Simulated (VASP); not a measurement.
# Mg (P6_3/mmc) in VASP: further runs, part 2 of 2

VASP 6.6.1. Earlier steps stand in the parts before.

**6. Single point, PBEsol**

This run uses another cell than the first one, of 22.58 Å³/atom.

INCAR

```
ALGO = Normal
EDIFF = 1E-6
ENCUT = 520
GGA = PS
ISIF = 2
ISMEAR = 0
LASPH = True
LCHARG = True
LELF = True
LREAL = False
LVHAR = True
LWAVE = False
NBANDS = 12
NELM = 80
PREC = Accurate
SIGMA = 0.1
```

KPOINTS

```
k-points
0
Gamma
  18 18 4
```

POSCAR

```
Mg
1.0
    3.1894842201      0.0000000000      0.0000000000
   -1.5947421101      2.7621743596      0.0000000000
    0.0000000000      0.0000000000     10.2519884666
Mg
4
Direct
    0.0000000000      0.0000000000      0.0000000000
    0.3333333333      0.6666666667      0.2500000000
    0.0000000000      0.0000000000      0.5000000000
    0.6666666667      0.3333333333      0.7500000000
```

Potentials or basis: VASP PAW PBE potentials, release 64 (Mg).

Command:

```bash
$ cat potpaw_PBE.64/Mg/POTCAR > POTCAR
$ mpirun -np 1 vasp_std > vasp.out
```

OUTCAR:

```text
EDIFF = 1E-6
   ENCUT = 520
   GGA = PS
   ISIF = 2
   ISMEAR = 0
   LASPH = True
   LREAL = False
   NELM = 80
   PREC = Accurate

 ion  position               nearest neighbor table
   1  0.000  0.000  0.000-   2 3.16   4 3.16   4 3.16   2 3.16   4 3.16   2 3.16
   2  0.333  0.667  0.250-   1 3.16   3 3.16   1 3.16   3 3.16   1 3.16   3 3.16
   3  0.000  0.000  0.500-   2 3.16   4 3.16   4 3.16   2 3.16   4 3.16   2 3.16
   4  0.667  0.333  0.750-   1 3.16   3 3.16   1 3.16   3 3.16   1 3.16   3 3.16

  LATTYP: Found a hexagonal cell.
 ALAT       =     3.1894842201
 C/A-ratio  =     3.2143091983

  Lattice vectors:

 A1 = (   3.1894842201,   0.0000000000,   0.0000000000)
 A2 = (  -1.5947421101,   2.7621743596,   0.0000000000)
 A3 = (   0.0000000000,   0.0000000000,  10.2519884666)

Analysis of symmetry for initial positions (statically):
=====================================================================
 Subroutine PRICEL returns:
 Original cell was already a primitive cell.

 Routine SETGRP: Setting up the symmetry group for a
 hexagonal supercell.

[... 181 lines left out ...]
  band No.  band energies     occupation
      1      -4.3227      2.00000
      2      -2.8979      2.00000
      3      -2.8970      2.00000
      4       1.0180      2.00000
      5       1.5351      2.00000
      6       7.9031      0.00000
      7       7.9141      0.00000
      8      13.6134      0.00000
      9      13.6134      0.00000
     10      13.6787      0.00000
     11      13.6787      0.00000
     12      14.4043      0.00000
[... 331 lines left out ...]
 k-point    24 :       0.3889    0.1111    0.0000
  band No.  band energies     occupation
      1      -0.3206      2.00000
      2       1.0151      2.00000
      3       1.0243      2.00000
      4       1.7575      2.00000
      5       3.1485      0.00000
      6       3.1700      0.00000
      7       4.7728      0.00000
      8       5.4331      0.00000
      9       6.6912      0.00000
     10       6.7770      0.00000
     11       8.0449      0.00000
     12       8.2816      0.00000

 [... further k-points ...]
[... 5 lines left out ...]
  --------------------------------------------------------------------------------------
  -------------------------------------------------------------------------------------
  Total       -0.0310124     -0.0310124     -0.0327673      0.0000000     -0.0000000     -0.0000000
  in kB       -0.5501317     -0.5501317     -0.5812609      0.0000000     -0.0000000     -0.0000000
  external PRESSURE =      -0.5605081 kB  Pullay stress =       0.0000000 kB

 VOLUME and BASIS-vectors are now :
 -----------------------------------------------------------------------------
  energy-cutoff  :      520.00
  volume of cell :       90.32
      direct lattice vectors                 reciprocal lattice vectors
     3.189484220  0.000000000  0.000000000     0.313530317  0.181016813  0.000000000
    -1.594742110  2.762174360  0.000000000     0.000000000  0.362033626  0.000000000
     0.000000000  0.000000000 10.251988467     0.000000000  0.000000000  0.097542053

 POSITION                                       TOTAL-FORCE (eV/Angst)
 -----------------------------------------------------------------------------------
      0.00000      0.00000      0.00000        -0.000000      0.000000     -0.000000
     -0.00000      1.84145      2.56300        -0.000000     -0.000000     -0.000000
      0.00000      0.00000      5.12599        -0.000000      0.000000     -0.000000
      1.59474      0.92072      7.68899         0.000000     -0.000000      0.000000
 -----------------------------------------------------------------------------------
    total drift:                                0.000000     -0.000000      0.000000

  FREE ENERGIE OF THE ION-ELECTRON SYSTEM (eV)
  ---------------------------------------------------
  free  energy   TOTEN  =        -6.8751393154 eV

  energy  without entropy=       -6.8649416918  energy(sigma->0) =       -6.87004050
```

OSZICAR:

```text
N       E                     dE             d eps       ncg     rms          rms(c)
DAV:   1     0.219278424034E+01    0.21928E+01   -0.26237E+03  2664   0.479E+02
DAV:   2    -0.665063320230E+01   -0.88434E+01   -0.84738E+01  3300   0.542E+01
DAV:   3    -0.691400084100E+01   -0.26337E+00   -0.26077E+00  3576   0.704E+00
DAV:   4    -0.691575568045E+01   -0.17548E-02   -0.17522E-02  3228   0.615E-01
DAV:   5    -0.691577246350E+01   -0.16783E-04   -0.16783E-04  3420   0.652E-02    0.134E+00
DAV:   6    -0.689430829840E+01    0.21464E-01   -0.13319E-03  3156   0.235E-01    0.855E-01
DAV:   7    -0.687515067214E+01    0.19158E-01   -0.53130E-03  2928   0.424E-01    0.417E-02
DAV:   8    -0.687514136539E+01    0.93068E-05   -0.50235E-05  3604   0.406E-02    0.745E-03
DAV:   9    -0.687513945576E+01    0.19096E-05   -0.17639E-06  3104   0.669E-03    0.782E-04
DAV:  10    -0.687513931538E+01    0.14038E-06   -0.11110E-07  1940   0.111E-03
   1 F= -.68751393E+01 E0= -.68700405E+01  d E =-.101976E-01
```

stdout:

```text
POSCAR found type information on POSCAR Mg
 POSCAR found :  1 types and       4 ions
 scaLAPACK will be used
 -----------------------------------------------------------------------------
|                                                                             |
|                                                                             |
|     You enforced a specific xc type in the INCAR file but a different       |
|     I HOPE YOU KNOW WHAT YOU ARE DOING!                                     |
|                                                                             |
 -----------------------------------------------------------------------------

 LDA part: xc-table for (Slater+PW92), standard interpolation
 POSCAR, INCAR and KPOINTS ok, starting setup
 FFT: planning ... GRIDC
 FFT: planning ... GRID_SOFT
 FFT: planning ... GRID
 WAVECAR not read
 entering main loop
```

Run time: 31 s. Hardware: 1 thread of Intel Xeon 6975P-C (Granite Rapids), shared host; peak memory 0.26 GiB.

What came out:

```
Free energy            : -6.8751 eV
Pressure               : -0.1 GPa
Band gap on the k mesh : zero (bands 4 and 5 overlap by 2.14 eV)
```

Caveat: the PAW data sets were made with another functional, which shifts forces and pressure a little.

**7. Overview**

```tsv
cell	k mesh	gap on the mesh (eV)	pressure (GPa)
a = 2.642, b = 2.642, c = 8.573 Å, angles 90.0, 90.0, 120.0°, 4 atoms	18 × 18 × 6	none	61.4
a = 3.022, b = 3.022, c = 9.740 Å, angles 90.0, 90.0, 120.0°, 4 atoms	18 × 18 × 4	none	8.0
a = 2.797, b = 2.797, c = 9.075 Å, angles 90.0, 90.0, 120.0°, 4 atoms	18 × 18 × 6	none	30.5
a = 3.114, b = 3.114, c = 10.021 Å, angles 90.0, 90.0, 120.0°, 4 atoms	18 × 18 × 4	none	3.0
a = 3.189, b = 3.189, c = 10.252 Å, angles 90.0, 90.0, 120.0°, 4 atoms	18 × 18 × 4	none	-0.1
```

Alike in all rows: task single point; level PBEsol; potentials or basis VASP PAW PBE potentials, release 64 (Mg); no spin polarisation; cutoff (eV) 520; smearing gaussian 0.1 eV.

Caveats: the PAW data sets were made with another functional, which shifts forces and pressure a little; the cell stands under pressure (at least some runs).

Total energies depend on the potentials used, so only differences within one code and one set of settings carry meaning.
